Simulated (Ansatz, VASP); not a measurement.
**Two plane-wave programs on SiC**

File INCAR:

```
SYSTEM = SiC
ALGO = Normal
EDIFF = 1E-6
ENCUT = 520
GGA = CA
ISIF = 2
ISMEAR = 0
LASPH = .TRUE.
LCHARG = .FALSE.
LREAL = .FALSE.
LWAVE = .FALSE.
NBANDS = 11
NELM = 100
PREC = Accurate
SIGMA = 0.05
```

Contents of KPOINTS:

```
k-points
0
G
  12 12 12
  0 0 0
```

Contents of POSCAR:

```
SiC
1.0
   -0.2295020475      2.0655184278      2.0655184278
    2.0655184278     -0.2295020475      2.0655184278
    2.0655184278      2.0655184278     -0.2295020475
Si C
1 1
Direct
    0.0000000000      0.0000000000      0.0000000000
    0.7500000000      0.7500000000      0.7500000000
```

Input for Ansatz:

```yaml
crystal:
  lattice:
    - [-0.2295020475, 2.0655184278, 2.0655184278]
    - [2.0655184278, -0.2295020475, 2.0655184278]
    - [2.0655184278, 2.0655184278, -0.2295020475]
  atoms:
    - { symbol: Si, position: [0.0, 0.0, 0.0] }
    - { symbol: C, position: [0.75, 0.75, 0.75] }
basis:
  ecutwfc: 420
kpoints:
  mp_grid: { grid: [12, 12, 12] }
hamiltonian:
  xc: lda
scf:
  occupations: { method: gaussian, width: 0.05 }
output:
  forces: true
  stress: true
  eigenvalues: true
```

Alike in both runs: task single point; functional LDA; k mesh 12 × 12 × 12; occupations gaussian, width 0.05 eV; no spin polarisation.

|  | VASP | Ansatz |
| --- | --- | --- |
| version | VASP 6.6.1 | Ansatz 0.2.0 |
| potentials or method | VASP PAW LDA potentials, release 64 (Si, C), cutoff 520 eV | scalar-relativistic, plane waves, PAW |
| valence electrons in the cell | 8 | 8 |

VASP gave:

| Property | Result |
| --- | --- |
| gap on the k mesh at the Fermi level (eV) | 0.61 |
| least direct gap on the mesh (eV) | 3.01 |
| pressure (GPa) | 6.4 |
| traceless stress, the component that is largest in VASP (GPa) | 33.80 |
| rms of the force components (eV/Å) | 1.821 |

Q: What did Ansatz give for the same quantities?

A: gap on the k mesh at the Fermi level (eV): 0.64; least direct gap on the mesh (eV): 3.03; pressure (GPa): 6.1; traceless stress, the component that is largest in VASP (GPa): 33.66; rms of the force components (eV/Å): 1.816.

LDA's correlation is that of Perdew and Zunger in VASP and of Perdew and Wang (1992) in Ansatz. Atom by atom the forces differ by 0.005 eV/Å (rms over components).
